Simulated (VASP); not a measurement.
# Co: single point with LDA

Crystal: Co.

```xyz
2
Lattice="2.4884 0.0000 0.0000 -1.2442 2.1550 0.0000 0.0000 0.0000 4.0478" Properties=species:S:1:pos:R:3 pbc="T T T"
Co    1.2442    0.7183    3.0358
Co    0.0000    1.4367    1.0119
```

This cell differs from its parent crystal: volume scaled by 1.02.

```
Program             : VASP 6.6.1
Task                : single point
Functional          : LDA
Potentials or basis : VASP PAW LDA potentials, release 64 (Co)
Cutoff              : 520 eV
k mesh              : 12 × 12 × 7
Occupations         : fermi-dirac, width 0.05 eV
Spin                : collinear spin, ferromagnetic start
Starting moments    : [2.0, 2.0] μB
```

The pressure is -19.2 GPa. The net moment is 3.06 μB per cell, the site moments are Co +1.53 μB and the valence electrons inside the program's atomic spheres are Co 8.28.

Stress tensor (GPa, compression positive):
```
-18.35   0.00   0.00
  0.00 -18.35   0.00
  0.00   0.00 -20.93
```

Levels at points of the mesh, in eV from the Fermi level:
Spin up:
| k point | band 7 | band 8 | band 9 | band 10 | band 11 | band 12 | band 13 | band 14 |
| --- | --- | --- | --- | --- | --- | --- | --- | --- |
| (0.00, 0.00, 0.00) | -2.10 | -1.72 | -1.72 | -0.62 | -0.62 | -0.12 | 6.37 | 22.07 |
| (0.50, 0.00, 0.00) | -2.03 | -0.47 | -0.40 | -0.33 | 1.44 | 3.43 | 9.67 | 10.30 |
Spin down:
```tsv
k point	band 5	band 6	band 7	band 8	band 9	band 10
(0.00, 0.00, 0.00)	-1.01	-0.66	-0.66	-0.21	-0.21	0.03
(0.50, 0.00, 0.00)	-1.14	-1.07	-0.67	1.13	1.23	1.29
```

It took 33 s on 1 thread of Intel(R) Xeon(R) Platinum 8559C (Emerald Rapids), with other jobs on the host, peak memory 0.16 GiB.
